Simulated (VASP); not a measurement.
# Hf (Im-3m) in VASP: notebook, part 2 of 2

VASP 6.6.1. The steps go on from the part before.

## Step 3: Relaxation of cell and atoms, B3LYP

Input file POSCAR:

```
Hf
1.0
   -1.8050000000      1.8050000000      1.8050000000
    1.8050000000     -1.8050000000      1.8050000000
    1.8050000000      1.8050000000     -1.8050000000
Hf
1
Direct
    0.0000000000      0.0000000000      0.0000000000
```

Input file INCAR.step1:

```
SYSTEM = Hf
  PREC = Accurate
  ENCUT = 600
  EDIFF = 1E-5
  ISMEAR = -1
  SIGMA = 0.05
  LREAL = .FALSE.
  LASPH = .TRUE.
  NELM = 60
  ALGO = Normal
  LWAVE = .TRUE.
  LCHARG = .FALSE.
  GGA = PE
  NBANDS = 11
```

Input file INCAR.step2:

```
SYSTEM = Hf
  PREC = Accurate
  ENCUT = 600
  EDIFF = 1E-6
  ISMEAR = -1
  SIGMA = 0.05
  LREAL = .FALSE.
  LASPH = .TRUE.
  NELM = 60
  ALGO = Normal
  ISIF = 3
  LWAVE = .FALSE.
  LCHARG = .FALSE.
  GGA = B3
  LHFCALC = .TRUE.
  AEXX = 0.2
  AGGAX = 0.72
  AGGAC = 0.81
  ALDAC = 0.19
  PRECFOCK = Normal
  IBRION = 2
  NSW = 60
  EDIFFG = -0.01
  ISTART = 1
```

Input file KPOINTS:

```
Automatic mesh
0
G
  5 5 5
  0 0 0
```

Potentials or basis: VASP PAW PBE potentials, release 64 (Hf_pv).

The run is started by

```sh
cat potpaw_PBE.64/Hf_pv/POTCAR > POTCAR
cp INCAR.step1 INCAR
mpirun -np 1 vasp_std > vasp.out
cp INCAR.step2 INCAR
mpirun -np 1 vasp_std > vasp.out
```

OUTCAR:

```text
SYSTEM = Hf
   PREC = Accurate
   ENCUT = 600
   EDIFF = 1E-6
   ISMEAR = -1
   LREAL = .FALSE.
   LASPH = .TRUE.
   NELM = 60
   ISIF = 3
   GGA = B3
   LHFCALC = .TRUE.
   AEXX = 0.2
   PRECFOCK = Normal
   IBRION = 2
   NSW = 60
   EDIFFG = -0.01
   ISTART = 1

 ion  position               nearest neighbor table
   1  0.000  0.000  0.000-

  LATTYP: Found a body centered cubic cell.
 ALAT       =     3.6100000000

  Lattice vectors:

 A1 = (  -1.8050000000,   1.8050000000,   1.8050000000)
 A2 = (   1.8050000000,  -1.8050000000,   1.8050000000)
 A3 = (   1.8050000000,   1.8050000000,  -1.8050000000)

Analysis of symmetry for initial positions (statically):
=====================================================================
 Subroutine PRICEL returns:
 Original cell was already a primitive cell.

 Routine SETGRP: Setting up the symmetry group for a
 body centered cubic supercell.

 Subroutine GETGRP returns: Found 48 space group operations
 (whereof 48 operations were pure point group operations)
[... 142 lines left out ...]
 maximum number of plane-waves:       802
 NGX is ok and might be reduce to    28
  NGX = 20; NGY = 20; NGZ = 20

--------------------------------------- Ionic step        1  -------------------------------------------

 number of electron       9.9999999 magnetization

 Free energy of the ion-electron system (eV)
  ---------------------------------------------------
  ext. energy  EPLUGINS =         0.00000000
  ---------------------------------------------------
  free energy    TOTEN  =       -10.38252789 eV

  energy without entropy =      -10.36926058  energy(sigma->0) =      -10.37589424

------------------------ aborting loop because EDIFF is reached ----------------------------------------

  FORCE on cell =-STRESS in cart. coord.  units (eV):
  Direction    XX          YY          ZZ          XY          YZ          ZX
  --------------------------------------------------------------------------------------
  -------------------------------------------------------------------------------------
  Total       -0.7906134     -0.7906134     -0.7906134      0.0000000     -0.0000000      0.0000000
  in kB      -53.8496795    -53.8496795    -53.8496795      0.0000000     -0.0000000      0.0000000
  external PRESSURE =     -53.8496795 kB  Pullay stress =       0.0000000 kB
[... 92 lines left out ...]
--------------------------------------- Ionic step        4  -------------------------------------------

 number of electron      10.0000001 magnetization

 Free energy of the ion-electron system (eV)
  ---------------------------------------------------
  ext. energy  EPLUGINS =         0.00000000
  ---------------------------------------------------
  free energy    TOTEN  =       -10.40280935 eV

  energy without entropy =      -10.38948096  energy(sigma->0) =      -10.39614515

 E-fermi :   4.9051     XC(G=0):  -8.9986

 val. band max:        4.2645600864   @ k =   0.4000   0.0000   0.0000
 cond. band min:       4.9135962897   @ k =   0.4000   0.2000   0.0000
 fundamental gap:      0.6490362034
 Fermi energy:         4.9051364193

 k-point     1 :       0.0000    0.0000    0.0000
  band No.  band energies     occupation
      1     -27.1480      2.00000
      2     -27.1480      2.00000
      3     -27.1480      2.00000
      4      -3.2571      2.00000
      5       7.0305      0.00000
      6       7.0305      0.00000
      7       7.0305      0.00000
      8       9.8881      0.00000
      9       9.8881      0.00000
[... 134 lines left out ...]
  FREE ENERGIE OF THE ION-ELECTRON SYSTEM (eV)
  ---------------------------------------------------
  free  energy   TOTEN  =       -10.4028093475 eV

  energy  without entropy=      -10.3894809616  energy(sigma->0) =      -10.39614515

 reached required accuracy - stopping structural energy minimisation
```

OUTCAR.step1:

```text
SYSTEM = Hf
   PREC = Accurate
   ENCUT = 600
   EDIFF = 1E-5
   ISMEAR = -1
   LREAL = .FALSE.
[... 342 lines left out ...]
 -----------------------------------------------------------------------------------
      0.00000      0.00000      0.00000         0.000000      0.000000      0.000000
 -----------------------------------------------------------------------------------
    total drift:                               -0.000000     -0.000000     -0.000000

  FREE ENERGIE OF THE ION-ELECTRON SYSTEM (eV)
  ---------------------------------------------------
  free  energy   TOTEN  =        -9.7422611436 eV

  energy  without entropy=       -9.7221468990  energy(sigma->0) =       -9.73220402
```

OSZICAR.step1:

```text
N       E                     dE             d eps       ncg     rms          rms(c)
DAV:   1     0.139512611981E+02    0.13951E+02   -0.60375E+03   220   0.931E+02
DAV:   2    -0.962161248293E+01   -0.23573E+02   -0.23069E+02   268   0.163E+02
DAV:   3    -0.101058365305E+02   -0.48422E+00   -0.47393E+00   274   0.156E+01
DAV:   4    -0.101082955012E+02   -0.24590E-02   -0.24585E-02   235   0.140E+00
DAV:   5    -0.101083104042E+02   -0.14903E-04   -0.14903E-04   268   0.984E-02    0.428E+01
DAV:   6    -0.983137988922E+01    0.27693E+00   -0.23208E-01   244   0.361E+00    0.240E+01
DAV:   7    -0.974359790057E+01    0.87782E-01   -0.27932E-01   244   0.385E+00    0.149E+00
DAV:   8    -0.974227601187E+01    0.13219E-02   -0.23855E-02   244   0.886E-01    0.880E-01
DAV:   9    -0.974225885546E+01    0.17156E-04   -0.51831E-04   264   0.151E-01    0.562E-02
DAV:  10    -0.974226114359E+01   -0.22881E-05   -0.16693E-05   232   0.327E-02
   1 F= -.97422611E+01 E0= -.97322040E+01  d E =-.201142E-01
```

Wall time 12 min (1 thread of Intel Xeon Platinum 8488C (Sapphire Rapids), shared host); peak memory 0.18 GiB.

Results:

| Quantity | Value |
| --- | --- |
| Free energy | -10.4028 eV |
| Relaxed volume | 22.37 Å³/atom |
| Relaxed cell | a = 3.074 Å, b = 3.074 Å, c = 3.074 Å, α = 109.47°, β = 109.47°, γ = 109.47° |
| Space group after relaxing (to 0.05 Å) | Im-3m (No. 229) |
| Energy gained by relaxing | 20.3 meV/atom |
| Ionic steps | 4 |
| Pressure after relaxing | -0.1 GPa |
| Band gap on the k mesh | zero (band 5 reaches 7.03 eV, above the bottom of band 6 at 3.64 eV) |

The path:
```
step  energy change (eV)  largest force (eV/Å)  pressure (GPa)  volume (Å³)
   1              0.0000                0.0000           -5.38        23.52
   2              0.0164                0.0000            8.50        20.93
   3             -0.0203                0.0000           -0.11        22.39
   4             -0.0203                0.0000           -0.07        22.37
```

Final structure:
```xyz
1
Lattice="-1.7749 1.7749 1.7749 1.7749 -1.7749 1.7749 1.7749 1.7749 -1.7749" Properties=species:S:1:pos:R:3 pbc="T T T"
Hf    0.0000    0.0000    0.0000
```

Caveat: the k points lie up to 0.50 Å⁻¹ apart in the final cell; the PAW data sets were made with another functional, which shifts forces and pressure a little; spin-orbit coupling is left out, which moves the levels of the heavy elements.

## Step 4: Single point, PBE0

This run uses another cell than the first one, of 23.99 Å³/atom, 1.020 times its volume.

Input file POSCAR:

```
Hf
1.0
   -1.8169539908      1.8169539908      1.8169539908
    1.8169539908     -1.8169539908      1.8169539908
    1.8169539908      1.8169539908     -1.8169539908
Hf
1
Direct
    0.0000000000      0.0000000000      0.0000000000
```

Input file INCAR.step1:

```
PREC = Accurate
ENCUT = 520
EDIFF = 1E-5
ISMEAR = -1
SIGMA = 0.05
LREAL = False
LASPH = True
NELM = 60
ALGO = Normal
ISIF = 2
LWAVE = True
LCHARG = False
NBANDS = 11
GGA = PE
```

Input file INCAR.step2:

```
PREC = Accurate
ENCUT = 520
EDIFF = 1E-6
ISMEAR = -1
SIGMA = 0.05
LREAL = False
LASPH = True
NELM = 60
ALGO = Normal
ISIF = 2
LWAVE = False
LCHARG = False
GGA = PE
LHFCALC = True
AEXX = 0.25
PRECFOCK = Normal
NBANDS = 11
ISTART = 1
```

Input file KPOINTS:

```
Automatic mesh
0
Gamma
  6 6 6
```

Potentials or basis: VASP PAW PBE potentials, release 64 (Hf_pv).

The run is started by

```sh
cat potpaw_PBE.64/Hf_pv/POTCAR > POTCAR
cp INCAR.step1 INCAR
mpirun -np 1 vasp_std > vasp.out
cp INCAR.step2 INCAR
mpirun -np 1 vasp_std > vasp.out
```

OUTCAR:

```text
PREC = Accurate
   ENCUT = 520
   EDIFF = 1E-6
   ISMEAR = -1
   LREAL = False
   LASPH = True
   NELM = 60
   ISIF = 2
   GGA = PE
   LHFCALC = True
   AEXX = 0.25
   PRECFOCK = Normal
   ISTART = 1

 ion  position               nearest neighbor table
   1  0.000  0.000  0.000-

  LATTYP: Found a body centered cubic cell.
 ALAT       =     3.6339079816
[... 400 lines left out ...]
      5       0.8516      2.00000
      6      11.5086      0.00000
      7      11.5086      0.00000
      8      11.5086      0.00000
      9      11.6554      0.00000
     10      11.6554      0.00000
     11      11.6554      0.00000

------------------------ aborting loop because EDIFF is reached ----------------------------------------

  FORCE on cell =-STRESS in cart. coord.  units (eV):
  Direction    XX          YY          ZZ          XY          YZ          ZX
  --------------------------------------------------------------------------------------
  -------------------------------------------------------------------------------------
  Total       -0.9082556     -0.9082556     -0.9082556     -0.0000000     -0.0000000     -0.0000000
  in kB      -60.6494520    -60.6494520    -60.6494520     -0.0000000     -0.0000000     -0.0000000
  external PRESSURE =     -60.6494520 kB  Pullay stress =       0.0000000 kB

 VOLUME and BASIS-vectors are now :
 -----------------------------------------------------------------------------
  energy-cutoff  :      520.00
  volume of cell :       23.99
      direct lattice vectors                 reciprocal lattice vectors
    -1.816953991  1.816953991  1.816953991     0.000000000  0.275185834  0.275185834
     1.816953991 -1.816953991  1.816953991     0.275185834  0.000000000  0.275185834
     1.816953991  1.816953991 -1.816953991     0.275185834  0.275185834  0.000000000

 POSITION                                       TOTAL-FORCE (eV/Angst)
 -----------------------------------------------------------------------------------
      0.00000      0.00000      0.00000        -0.000000      0.000000      0.000000
 -----------------------------------------------------------------------------------
    total drift:                                0.000000     -0.000000     -0.000000

  FREE ENERGIE OF THE ION-ELECTRON SYSTEM (eV)
  ---------------------------------------------------
  free  energy   TOTEN  =       -11.9528509602 eV

  energy  without entropy=      -11.9376097111  energy(sigma->0) =      -11.94523034
```

OSZICAR.step1:

```text
N       E                     dE             d eps       ncg     rms          rms(c)
DAV:   1     0.140989347592E+02    0.14099E+02   -0.57441E+03   352   0.844E+02
DAV:   2    -0.964478895105E+01   -0.23744E+02   -0.22963E+02   457   0.160E+02
DAV:   3    -0.100993602926E+02   -0.45457E+00   -0.45358E+00   421   0.155E+01
DAV:   4    -0.101014184688E+02   -0.20582E-02   -0.20581E-02   421   0.128E+00
DAV:   5    -0.101014342208E+02   -0.15752E-04   -0.15750E-04   409   0.956E-02    0.452E+01
DAV:   6    -0.979215628807E+01    0.30928E+00   -0.26897E-01   388   0.376E+00    0.263E+01
DAV:   7    -0.969588725866E+01    0.96269E-01   -0.37053E-01   379   0.427E+00    0.114E+00
DAV:   8    -0.969077127109E+01    0.51160E-02   -0.31969E-02   388   0.123E+00    0.905E-01
DAV:   9    -0.969076000012E+01    0.11271E-04   -0.48461E-04   469   0.208E-01    0.652E-02
DAV:  10    -0.969076278774E+01   -0.27876E-05   -0.26444E-05   382   0.385E-02
   1 F= -.96907628E+01 E0= -.96789267E+01  d E =-.236721E-01
```

It took 4.9 min on 1 thread of Intel Xeon 6975P-C (Granite Rapids), shared host; peak memory 0.15 GiB.

What came out:

* Free energy: -11.9529 eV
* Pressure: -6.1 GPa
* Band gap on the k mesh: zero (band 5 reaches 6.50 eV, above the bottom of band 6 at 2.82 eV)

Caveat: the k points lie up to 0.41 Å⁻¹ apart; the PAW data sets were made with another functional, which shifts forces and pressure a little; spin-orbit coupling is left out, which moves the levels of the heavy elements.

## Step 5: Single point, PBE0

This run uses another cell than the first one, of 24.46 Å³/atom, 1.040 times its volume.

Input file POSCAR:

```
Hf
1.0
   -1.8287527239      1.8287527239      1.8287527239
    1.8287527239     -1.8287527239      1.8287527239
    1.8287527239      1.8287527239     -1.8287527239
Hf
1
Direct
    0.0000000000      0.0000000000      0.0000000000
```

Input file INCAR.step1:

```
  PREC = Accurate
  ENCUT = 520
  EDIFF = 1E-5
  ISMEAR = -1
  SIGMA = 0.05
  LREAL = False
  LASPH = True
  NELM = 80
  ALGO = Normal
  ISIF = 2
  LWAVE = True
  LCHARG = False
  GGA = PE
  NBANDS = 11
```

Input file INCAR.step2:

```
  PREC = Accurate
  ENCUT = 520
  EDIFF = 1E-6
  ISMEAR = -1
  SIGMA = 0.05
  LREAL = False
  LASPH = True
  NELM = 80
  ALGO = Normal
  ISIF = 2
  LWAVE = False
  LCHARG = False
  GGA = PE
  LHFCALC = True
  AEXX = 0.25
  PRECFOCK = Normal
  ISTART = 1
  NBANDS = 11
```

KPOINTS is that of step 4.

The run is started by

```sh
cat potpaw_PBE.64/Hf_pv/POTCAR > POTCAR
cp INCAR.step1 INCAR
mpirun -np 1 vasp_std > vasp.out
cp INCAR.step2 INCAR
mpirun -np 1 vasp_std > vasp.out
```

Run time: 4.9 min. Hardware: 1 thread of Intel Xeon 6975P-C (Granite Rapids), shared host; peak memory 0.15 GiB.

Results (log left out):

```
Free energy            : -11.9324 eV
Pressure               : -7.8 GPa
Band gap on the k mesh : zero (band 5 reaches 6.35 eV, above the bottom of band 6 at 2.70 eV)
```

Levels at points of the mesh, in eV from the Fermi level:
| k point | band 3 | band 4 | band 5 | band 6 | band 7 | band 8 |
| --- | --- | --- | --- | --- | --- | --- |
| (0.00, 0.00, 0.00) | -32.97 | -8.22 | 2.47 | 2.47 | 2.47 | 5.08 |
| (0.50, 0.00, 0.00) | -32.98 | -3.96 | -0.40 | 0.71 | 4.83 | 5.77 |
| (0.50, 0.50, 0.50) | -33.43 | -3.07 | -3.07 | 7.36 | 7.36 | 7.36 |

Caveat: the k points lie up to 0.40 Å⁻¹ apart; the PAW data sets were made with another functional, which shifts forces and pressure a little; spin-orbit coupling is left out, which moves the levels of the heavy elements.

## Step 6: The runs side by side

| task | level | cell | k mesh | cutoff (eV) | share of exact exchange | gap on the mesh (eV) | pressure (GPa) | relaxed volume (Å³/atom) |
| --- | --- | --- | --- | --- | --- | --- | --- | --- |
| relaxation of cell and atoms | PBEsol-based global hybrid | relaxed from a = 3.126 Å, angles 109.5°, 1 atom | 5 × 5 × 5 | 600 | 0.25 | none | 0.0 | 20.52 |
| relaxation of cell and atoms | B3LYP | relaxed from a = 3.126 Å, angles 109.5°, 1 atom | 5 × 5 × 5 | 600 | - | none | -0.1 | 22.37 |
| single point | PBE0 | a = 3.147 Å, angles 109.5°, 1 atom | 6 × 6 × 6 | 520 | - | none | -6.1 | - |
| single point | PBE0 | a = 3.167 Å, angles 109.5°, 1 atom | 6 × 6 × 6 | 520 | - | none | -7.8 | - |

Alike in all rows: potentials or basis VASP PAW PBE potentials, release 64 (Hf_pv); no spin polarisation; smearing fermi-dirac 0.05 eV.

Caveats: all runs use coarse meshes; the PAW data sets were made with another functional, which shifts forces and pressure a little; spin-orbit coupling is left out, which moves the levels of the heavy elements; the volume moved by -13 % from the deposited cell, more than functionals usually miss (some runs).

Total energies depend on the potentials used, so only differences within one code and one set of settings carry meaning.
